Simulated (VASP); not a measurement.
Write the native input for VASP 6.6.1 that does the following.

- Task: single point
- Functional: PBE
- Potentials or basis: VASP PAW PBE potentials, release 64 (Li_sv)
- Cutoff: 520 eV
- k mesh: 16 × 16 × 15
- Occupations: fermi-dirac, width 0.1 eV
- Spin: no spin polarisation
- Dipole correction: no
- k mesh for the DOS: 24 × 24 × 23
- Occupations for the DOS: tetrahedron
- Further INCAR settings: ALGO = Normal; EDIFF = 1e-06

Crystal: Li.

```
Li
1.0
     2.93876    0.00000    0.00000
    -1.46938    2.54504    0.00000
     0.00000    0.00000    2.71272
Li
1
Direct
  0.00000 0.00000 0.00000
```

This isn't the form of Li at room conditions, which is bcc.

These files were run (other wordings do the same):

POSCAR

```
Li
1.0
    2.9387646204      0.0000000000      0.0000000000
   -1.4693823102      2.5450448170      0.0000000000
    0.0000000000      0.0000000000      2.7127208782
Li
1
Direct
    0.0000000000      0.0000000000      0.0000000000
```

INCAR.step1

```
PREC = Accurate ; ENCUT = 520
EDIFF = 1E-6 ; ISMEAR = -1
SIGMA = 0.1 ; LREAL = False
LASPH = True ; NELM = 100
ALGO = Normal ; ISIF = 2
LWAVE = False ; LCHARG = True
GGA = PE ; NBANDS = 8
```

KPOINTS.step1

```
regular mesh
0
Gamma
  16 16 15
```

INCAR.step2

```
PREC = Accurate ; ENCUT = 520
EDIFF = 1E-6 ; ISMEAR = -5
SIGMA = 0.1 ; LREAL = False
LASPH = True ; NELM = 100
ALGO = Normal ; ISIF = 2
LWAVE = False ; LCHARG = False
GGA = PE ; LORBIT = 11
NEDOS = 2001 ; ICHARG = 11
```

KPOINTS.step2

```
regular mesh
0
Gamma
  24 24 23
```

Potentials or basis: VASP PAW PBE potentials, release 64 (Li_sv).

Run with:

```console
$ cat potpaw_PBE.64/Li_sv/POTCAR > POTCAR
$ cp INCAR.step1 INCAR
$ cp KPOINTS.step1 KPOINTS
$ mpirun -np 1 vasp_std > vasp.out
$ cp INCAR.step2 INCAR
$ cp KPOINTS.step2 KPOINTS
$ mpirun -np 1 vasp_std > vasp.out
```

It gave:

```json
{
  "Valence electrons inside the program's atomic spheres": "Li 2.08"
}
```

Wall time 60 s on 1 thread of Intel Xeon 8259CL, with other jobs on the host, peak memory 0.18 GiB.
